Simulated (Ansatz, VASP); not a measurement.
**Two plane-wave programs on ZnO**

POSCAR

```
ZnO
1.0
    3.2353408598      0.0000000000      0.0000000000
   -1.6176704299      2.8018873745      0.0000000000
    0.0000000000      0.0000000000      5.2109518167
Zn O
2 2
Direct
    0.3333333333      0.6666666667     -0.0023477537
    0.6666666667      0.3333333333      0.4976522463
    0.3333333333      0.6666666667      0.3773477537
    0.6666666667      0.3333333333      0.8773477537
```

INCAR.step1

```
  PREC = Accurate
  ENCUT = 520
  ISMEAR = 0
  SIGMA = 0.01
  LREAL = F
  LASPH = T
  NELM = 100
  NBANDS = 26
  GGA = PE
  ALGO = Normal
  EDIFF = 1E-4
  LWAVE = T
  LCHARG = F
```

The input INCAR.step2:

```
  PREC = Accurate
  ENCUT = 520
  EDIFF = 1E-6
  ISMEAR = 0
  SIGMA = 0.01
  LREAL = F
  LASPH = T
  NELM = 100
  ALGO = Normal
  ISIF = 2
  LWAVE = F
  LCHARG = T
  METAGGA = R2SCAN
  LMIXTAU = T
  LELF = T
  LVHAR = T
  NBANDS = 26
  ISTART = 1
```

Contents of KPOINTS:

```
Automatic mesh
0
Gamma
  6 6 4
```

Input for Ansatz:

```yaml
crystal:
  lattice:
    - [3.2353408598, 0.0, 0.0]
    - [-1.6176704299, 2.8018873745, 0.0]
    - [0.0, 0.0, 5.2109518167]
  atoms:
    - { symbol: Zn, position: [0.3333333333, 0.6666666667, -0.0023477537] }
    - { symbol: Zn, position: [0.6666666667, 0.3333333333, 0.4976522463] }
    - { symbol: O, position: [0.3333333333, 0.6666666667, 0.3773477537] }
    - { symbol: O, position: [0.6666666667, 0.3333333333, 0.8773477537] }
kpoints:
  mp_grid: { grid: [6, 6, 4] }
hamiltonian:
  xc: r2scan
scf:
  occupations: { method: fixed }
  n_extra_bands: 5
output:
  forces: true
  stress: true
  eigenvalues: true
```

Alike in both runs: task single point; functional r2SCAN; k mesh 6 × 6 × 4; no spin polarisation.

```csv
,VASP,Ansatz
version,VASP 6.6.1,Ansatz 0.2.0
potentials or method,"VASP PAW PBE potentials, release 64 (Zn, O)","plane waves, PAW"
plane-wave cutoff (eV),520,500
occupations,"gaussian, width 0.01 eV",fixed
valence electrons in the cell,36,36
```

Ansatz gave:

```
gap on the k mesh at the Fermi level (eV) : 1.24
pressure (GPa)                            : 0.0
```

Q: What did VASP give for the same quantities?

A: gap on the k mesh at the Fermi level (eV): 1.23; pressure (GPa): 1.0.

VASP's potentials were made for PBE, not for r2SCAN.
